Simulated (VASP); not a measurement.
# Ru (P6_3/mmc) in VASP: a series of runs

Runs on Ru. Level: PBE. Tasks: single point.

Everything below comes from runs of VASP 6.6.1. Logs are shortened: lines on timing, memory, paths and dates and some standing lists are left out, and cuts for length are marked.

### 1 The cell of the first run

The structure is hexagonal, space group P6_3/mmc (No. 194). Conventional cell: a = 2.710 Å, b = 2.710 Å, c = 8.696 Å, α = 90.00°, β = 90.00°, γ = 120.00°. Within 3.5 Å of Ru (site symmetry -3m) lie 12 Ru at 2.68 to 2.71 Å. Ru (site symmetry -6m2) has 12 Ru at 2.68 to 2.71 Å within 3.5 Å.

### 2 Single point, PBE, collinear spin, ferromagnetic start

Input file INCAR:

```
ALGO     = Normal         # electronic algorithm
EDIFF    = 1E-6           # SCF threshold, eV
ENCUT    = 520            # plane-wave cutoff, eV
GGA      = PE             # functional
ISIF     = 2              # what is computed and relaxed
ISMEAR   = -1             # smearing method
ISPIN    = 2              # spin polarisation
LASPH    = True           # aspherical terms in the spheres
LCHARG   = False          # write CHGCAR
LMAXMIX  = 4              # l up to which the mixer works
LORBIT   = 11             # projections on sites
LREAL    = False          # projectors in reciprocal space
LWAVE    = False          # write WAVECAR
MAGMOM   = 1 1 1 1        # initial moments
NBANDS   = 40             # bands
NELM     = 150            # most SCF steps
PREC     = Accurate       # precision mode
SIGMA    = 0.05           # smearing width, eV
```

Input file KPOINTS:

```
k-points
0
Gamma
  13 13 4
```

Input file POSCAR:

```
Ru
1.0
    2.7097080600      0.0000000000      0.0000000000
   -1.3548540300      2.3466760168      0.0000000000
    0.0000000000      0.0000000000      8.6959004354
Ru
4
Direct
    1.0000000000      0.0000000000      0.0000000000
    1.0000000000      0.0000000000      0.5000000000
    0.3333333333      0.6666666667      0.2500000000
    0.6666666667      0.3333333333      0.7500000000
```

Potentials or basis: VASP PAW PBE potentials, release 64 (Ru_pv).

On the command line:

```console
$ cat potpaw_PBE.64/Ru_pv/POTCAR > POTCAR
$ mpirun -np 1 vasp_std > vasp.out
```

OUTCAR:

```text
EDIFF = 1E-6
   ENCUT = 520
   GGA = PE
   ISIF = 2
   ISMEAR = -1
   ISPIN = 2
   LASPH = True
   LORBIT = 11
   LREAL = False
   NELM = 150
   PREC = Accurate

 ion  position               nearest neighbor table
   1  0.000  0.000  0.000-   3 2.68   4 2.68   4 2.68   3 2.68   4 2.68   3 2.68
   2  0.000  0.000  0.500-   3 2.68   4 2.68   4 2.68   3 2.68   4 2.68   3 2.68
   3  0.333  0.667  0.250-   1 2.68   2 2.68   1 2.68   2 2.68   1 2.68   2 2.68
   4  0.667  0.333  0.750-   1 2.68   2 2.68   1 2.68   2 2.68   1 2.68   2 2.68

  LATTYP: Found a hexagonal cell.
 ALAT       =     2.7097080600
 C/A-ratio  =     3.2091650624

  Lattice vectors:

 A1 = (   2.7097080600,   0.0000000000,   0.0000000000)
 A2 = (  -1.3548540300,   2.3466760168,   0.0000000000)
 A3 = (   0.0000000000,   0.0000000000,   8.6959004354)

Analysis of symmetry for initial positions (statically):
=====================================================================
 Subroutine PRICEL returns:
 Original cell was already a primitive cell.

 Routine SETGRP: Setting up the symmetry group for a
 hexagonal supercell.

 Subroutine GETGRP returns: Found 24 space group operations
 (whereof 12 operations were pure point group operations)
 out of a pool of 24 trial point group operations.

The static configuration has the point symmetry D_3d.
 The point group associated with its full space group is D_6h.

Analysis of symmetry for dynamics (positions and initial velocities):
=====================================================================
 Subroutine PRICEL returns:
 Original cell was already a primitive cell.

 Routine SETGRP: Setting up the symmetry group for a
 hexagonal supercell.

 Subroutine GETGRP returns: Found 24 space group operations
 (whereof 12 operations were pure point group operations)
 out of a pool of 24 trial point group operations.

The dynamic configuration has the point symmetry D_3d.
 The point group associated with its full space group is D_6h.

Analysis of structural, dynamic, and magnetic symmetry:
=====================================================================
 Subroutine PRICEL returns:
 Original cell was already a primitive cell.

 Routine SETGRP: Setting up the symmetry group for a
 hexagonal supercell.

 Subroutine GETGRP returns: Found 24 space group operations
 (whereof 12 operations were pure point group operations)
 out of a pool of 24 trial point group operations.

[... 123 lines left out ...]
   IMIX   =      4    mixing-type and parameters
     AMIX     =   0.40;   BMIX     =  1.00
     AMIX_MAG =   1.60;   BMIX_MAG =  1.00
  volume/ion in A,a.u.               =      13.82        93.29
  Fermi-wavevector in a.u.,A,eV,Ry     =   1.644021  3.106750 36.773909  2.702806
  Thomas-Fermi vector in A             =   2.734057
   LORBIT       =     11    0 simple, 1 ext, 2 COOP (PROOUT), +10 PAW based schemes
   GGA     = PE    functional components
   LHFCALC =     F    Hartree Fock is set to
   AEXX    =    0.0000 exact exchange contribution
   IVDW    =     0    specifies the selected vdW correction
   LEPSILON=     F    determine dielectric tensor
   LRPA    =     F    only Hartree local field effects (RPA)
 spin polarized calculation
  energy-cutoff  :      520.00
  volume of cell :       55.30
 maximum number of plane-waves:      1515
   NGX = 11   NGY = 11   NGZ = 33

 number of electron      55.9999986 magnetization       0.0004703

 Free energy of the ion-electron system (eV)
  ---------------------------------------------------
  ext. energy  EPLUGINS =         0.00000000
  ---------------------------------------------------
  free energy    TOTEN  =       -36.61138187 eV

  energy without entropy =      -36.56778920  energy(sigma->0) =      -36.58958553

 E-fermi :  12.5057     XC(G=0): -14.0057

 val. band max:       12.4998983532   @ k =   0.0769  -0.0000   0.2500
 cond. band min:      12.5154391789   @ k =   0.3077   0.0769   0.5000
 fundamental gap:      0.0155408257
 Fermi energy:        12.5057151214

 spin component 1

 k-point     1 :       0.0000    0.0000    0.0000
  band No.  band energies     occupation
      1     -31.0216      1.00000
      2     -30.5398      1.00000
      3     -30.4819      1.00000
      4     -30.1502      1.00000
      5     -30.1502      1.00000
      6     -30.0848      1.00000
[... 1021 lines left out ...]
     39      23.0149      0.00000
     40      23.0171      0.00000

 [... further k-points ...]

 spin component 2

 k-point     1 :       0.0000    0.0000    0.0000
  band No.  band energies     occupation
      1     -31.0215      1.00000
      2     -30.5398      1.00000
      3     -30.4819      1.00000
      4     -30.1502      1.00000
      5     -30.1502      1.00000
      6     -30.0847      1.00000
[... 1021 lines left out ...]
     39      23.0110      0.00000
     40      23.0592      0.00000

 [... further k-points ...]
[... 5 lines left out ...]
  --------------------------------------------------------------------------------------
  -------------------------------------------------------------------------------------
  Total       -0.0385501     -0.0385501     -0.0321832      0.0000000      0.0000000      0.0000000
  in kB       -1.1169822     -1.1169822     -0.9325025      0.0000000      0.0000000      0.0000000
  external PRESSURE =      -1.0554890 kB  Pullay stress =       0.0000000 kB

 VOLUME and BASIS-vectors are now :
 -----------------------------------------------------------------------------
  energy-cutoff  :      520.00
  volume of cell :       55.30
      direct lattice vectors                 reciprocal lattice vectors
     2.709708060  0.000000000  0.000000000     0.369043446  0.213067333  0.000000000
    -1.354854030  2.346676017  0.000000000     0.000000000  0.426134666  0.000000000
     0.000000000  0.000000000  8.695900435     0.000000000  0.000000000  0.114996717

 POSITION                                       TOTAL-FORCE (eV/Angst)
 -----------------------------------------------------------------------------------
      0.00000      0.00000      0.00000         0.000000      0.000000      0.000000
      0.00000      0.00000      4.34795         0.000000      0.000000      0.000000
     -0.00000      1.56445      2.17398         0.000000      0.000000      0.000000
      1.35485      0.78223      6.52193        -0.000000      0.000000     -0.000000
 -----------------------------------------------------------------------------------
    total drift:                                0.000000     -0.000000      0.000000

  FREE ENERGIE OF THE ION-ELECTRON SYSTEM (eV)
  ---------------------------------------------------
  free  energy   TOTEN  =       -36.6113818662 eV

  energy  without entropy=      -36.5677891963  energy(sigma->0) =      -36.58958553

 total charge

# of ion       s       p       d       tot
------------------------------------------
    1        0.400   6.296   5.937  12.633
    2        0.400   6.296   5.937  12.633
    3        0.400   6.298   5.939  12.637
    4        0.400   6.298   5.939  12.637
--------------------------------------------------
tot          1.600  25.186  23.754  50.540

 magnetization (x)

# of ion       s       p       d       tot
------------------------------------------
    1        0.000   0.000   0.000   0.000
    2        0.000   0.000   0.000   0.000
    3       -0.000   0.000   0.000   0.000
    4       -0.000   0.000   0.000   0.000
--------------------------------------------------
tot          0.000   0.000   0.000   0.000
```

OSZICAR:

```text
N       E                     dE             d eps       ncg     rms          rms(c)
DAV:   1     0.673539160684E+03    0.67354E+03   -0.32827E+04 10088   0.154E+03
DAV:   2    -0.200952691828E+02   -0.69363E+03   -0.66962E+03 10448   0.494E+02
DAV:   3    -0.386998022251E+02   -0.18605E+02   -0.18311E+02 11864   0.902E+01
DAV:   4    -0.388881401987E+02   -0.18834E+00   -0.18818E+00 12600   0.830E+00
DAV:   5    -0.388912485815E+02   -0.31084E-02   -0.31006E-02 11688   0.960E-01    0.251E+01
DAV:   6    -0.365132573182E+02    0.23780E+01   -0.63180E+00 11680   0.174E+01    0.725E+00
DAV:   7    -0.366710107446E+02   -0.15775E+00   -0.14574E+00 11672   0.830E+00    0.504E+00
DAV:   8    -0.366368232542E+02    0.34187E-01   -0.12442E+00 11288   0.785E+00    0.302E+00
DAV:   9    -0.365905295973E+02    0.46294E-01   -0.24097E-01 11272   0.378E+00    0.129E+00
DAV:  10    -0.366087107501E+02   -0.18181E-01   -0.22076E-02 11616   0.110E+00    0.300E-01
DAV:  11    -0.366112640162E+02   -0.25533E-02   -0.16576E-03 11624   0.293E-01    0.109E-01
DAV:  12    -0.366113319370E+02   -0.67921E-04   -0.90968E-05 11536   0.660E-02    0.683E-02
DAV:  13    -0.366113819121E+02   -0.49975E-04   -0.55647E-05 11584   0.475E-02    0.198E-02
DAV:  14    -0.366113835237E+02   -0.16116E-05   -0.37458E-06  9832   0.137E-02    0.528E-03
DAV:  15    -0.366113820612E+02    0.14626E-05   -0.56523E-07  7168   0.547E-03    0.215E-03
DAV:  16    -0.366113818662E+02    0.19499E-06   -0.10764E-07  7040   0.209E-03
   1 F= -.36611382E+02 E0= -.36589586E+02  d E =-.435927E-01  mag=     0.0002
```

stdout:

```text
POSCAR found type information on POSCAR Ru
 POSCAR found :  1 types and       4 ions
 scaLAPACK will be used
 LDA part: xc-table for (Slater+PW92), standard interpolation
 POSCAR, INCAR and KPOINTS ok, starting setup
 FFT: planning ... GRIDC
 FFT: planning ... GRID_SOFT
 FFT: planning ... GRID
 WAVECAR not read
 entering main loop
```

It used 580 s of CPU time on 1 thread of AMD EPYC 7R13 Processor (Zen 3), on a shared host.

What came out:

```
Free energy                                           : -36.6114 eV
Pressure                                              : -0.1 GPa
Band gap on the k mesh                                : zero (filled and empty bands overlap)
Net moment                                            : 0.00 μB per cell
Valence electrons inside the program's atomic spheres : Ru 12.63, 12.64
```

### 3 Single point, PBE

Input file INCAR:

```
  PREC = Accurate
  ENCUT = 520
  EDIFF = 1E-6
  ISMEAR = -1
  SIGMA = 0.1
  LREAL = False
  LASPH = True
  NELM = 80
  ALGO = Normal
  ISIF = 2
  LWAVE = False
  LCHARG = False
  GGA = PE
  NBANDS = 36
```

Input file KPOINTS:

```
regular mesh
0
Gamma
  13 13 4
```

Input file POSCAR:

```
Ru
1.0
    2.7100940250      0.0000000000      0.0000000000
   -1.3550470125      2.3470102723      0.0000000000
    0.0000000000      0.0000000000      8.7007283179
Ru
4
Direct
    1.0000000000      1.0000000000      0.0000000000
    1.0000000000      1.0000000000      0.5000000000
    0.3333333333      0.6666666667      0.2500000000
    0.6666666667      0.3333333333      0.7500000000
```

Potentials or basis: VASP PAW PBE potentials, release 64 (Ru_pv).

On the command line:

```console
$ cat potpaw_PBE.64/Ru_pv/POTCAR > POTCAR
$ mpirun -np 1 vasp_std > vasp.out
```

Run time: 67 s. Hardware: 1 thread of Intel Xeon Platinum 8488C (Sapphire Rapids), shared host; peak memory 0.22 GiB.

It converged, with:

- Free energy: -36.6743 eV
- Pressure: -0.1 GPa
- Band gap on the k mesh: zero (band 28 reaches 13.98 eV, above the bottom of band 29 at 11.21 eV)

Levels at points of the mesh, in eV from the Fermi level:
| k point | band 25 | band 26 | band 27 | band 28 | band 29 | band 30 | band 31 | band 32 |
| --- | --- | --- | --- | --- | --- | --- | --- | --- |
| (0.00, 0.00, 0.00) | -2.17 | -2.08 | -2.08 | -0.80 | -0.80 | -0.10 | -0.10 | 0.55 |
| (0.00, 0.00, 0.50) | -2.36 | -2.36 | -0.65 | -0.65 | -0.40 | -0.40 | -0.40 | -0.40 |

### 4 Single point, PBE (volume scaled by 0.88)

Input file INCAR:

```
SYSTEM = Ru
PREC = Accurate ; ENCUT = 520
EDIFF = 1E-6 ; ISMEAR = -1
SIGMA = 0.1 ; LREAL = .FALSE.
LASPH = .TRUE. ; NELM = 80
ALGO = Normal ; ISIF = 2
LWAVE = .FALSE. ; LCHARG = .FALSE.
GGA = PE ; NBANDS = 36
```

Input file KPOINTS:

```
Automatic mesh
0
G
  15 15 4
  0 0 0
```

Input file POSCAR:

```
Ru
1.0
    2.5970396652      0.0000000000      0.0000000000
   -1.2985198326      2.2491023247      0.0000000000
    0.0000000000      0.0000000000      8.3377684866
Ru
4
Direct
    1.0000000000      1.0000000000      0.0000000000
    1.0000000000      1.0000000000      0.5000000000
    0.3333333333      0.6666666667      0.2500000000
    0.6666666667      0.3333333333      0.7500000000
```

On the command line:

```console
$ cat potpaw_PBE.64/Ru_pv/POTCAR > POTCAR
$ mpirun -np 1 vasp_std > vasp.out
```

Run time: 68 s. Hardware: 1 thread of Intel Xeon Platinum 8488C (Sapphire Rapids), shared host; peak memory 0.23 GiB.

The run converged. Its results:

| Property | Result |
| --- | --- |
| Free energy | -35.7207 eV |
| Pressure | 53.2 GPa |
| Band gap on the k mesh | zero (band 28 reaches 16.79 eV, above the bottom of band 29 at 13.43 eV) |

Stress tensor (GPa, compression positive):
```
52.03  0.00  0.00
 0.00 52.03  0.00
 0.00  0.00 55.55
```

Levels at points of the mesh, in eV from the Fermi level:
| k point | band 24 | band 25 | band 26 | band 27 | band 28 | band 29 | band 30 | band 31 | band 32 | band 33 |
| --- | --- | --- | --- | --- | --- | --- | --- | --- | --- | --- |
| (0.00, 0.00, 0.00) | -2.64 | -2.64 | -2.51 | -2.51 | -0.96 | -0.96 | -0.12 | -0.12 | 0.70 | 0.70 |
| (0.00, 0.00, 0.50) | -2.86 | -2.86 | -2.86 | -0.62 | -0.62 | -0.46 | -0.46 | -0.46 | -0.46 | 1.29 |

### 5 The runs side by side

| spin | cell | k mesh | smearing | gap on the mesh (eV) | pressure (GPa) |
| --- | --- | --- | --- | --- | --- |
| collinear, ferromagnetic start | a = 2.710, b = 2.710, c = 8.696 Å, angles 90.0, 90.0, 120.0°, 4 atoms | 13 × 13 × 4 | fermi-dirac 0.05 eV | none | -0.1 |
| off | a = 2.710, b = 2.710, c = 8.701 Å, angles 90.0, 90.0, 120.0°, 4 atoms | 13 × 13 × 4 | fermi-dirac 0.1 eV | none | -0.1 |
| off | a = 2.597, b = 2.597, c = 8.338 Å, angles 90.0, 90.0, 120.0°, 4 atoms | 15 × 15 × 4 | fermi-dirac 0.1 eV | none | 53.2 |

Alike in all rows: task single point; level PBE; potentials or basis VASP PAW PBE potentials, release 64 (Ru_pv); cutoff (eV) 520.

Absolute energies hang on the potentials; compare differences alone.
